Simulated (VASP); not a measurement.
Write the native input for VASP 6.6.1 that does the following.

| Quantity | Value |
| --- | --- |
| Task | single point |
| Functional | PBEsol |
| Potentials or basis | VASP PAW PBE potentials, release 64 (S) |
| Cutoff | 520 eV |
| k mesh | 12 × 12 × 12 |
| Occupations | methfessel-paxton, width 0.1 eV |
| Spin | no spin polarisation |
| Dipole correction | no |
| Further INCAR settings | ALGO = Normal; EDIFF = 1e-06; NBANDS = 9 |

The structure of S lies in POSCAR:

```
S
1.0
    0.0000000000      2.0334648324      2.0334648324
    2.0334648324      0.0000000000      2.0334648324
    2.0334648324      2.0334648324      0.0000000000
S
1
Direct
    0.0000000000      0.0000000000      0.0000000000
```

These files were run (other wordings do the same):

INCAR

```
SYSTEM = S
ALGO = Normal
EDIFF = 1E-6
ENCUT = 520
GGA = PS
ISIF = 2
ISMEAR = 1
LASPH = .True.
LCHARG = .False.
LREAL = .False.
LWAVE = .False.
NBANDS = 9
NELM = 100
PREC = Accurate
SIGMA = 0.1
```

KPOINTS

```
k-points
0
Gamma
  12 12 12
  0 0 0
```

Potentials or basis: VASP PAW PBE potentials, release 64 (S).

The run is started by

```console
$ cat potpaw_PBE.64/S/POTCAR > POTCAR
$ mpirun -np 1 vasp_std > vasp.out
```

It gave:

```yaml
Pressure: -8.6 GPa
Band_gap_on_the_k_mesh: zero (band 3 reaches 9.46 eV, above the bottom of band 4 at 4.24 eV)
```

Caveat: the PAW data sets were made with another functional, which shifts forces and pressure a little.

Wall time 4.3 s on 1 thread of Intel(R) Xeon(R) Platinum 8488C (Sapphire Rapids), on a shared host, peak memory 0.13 GiB.
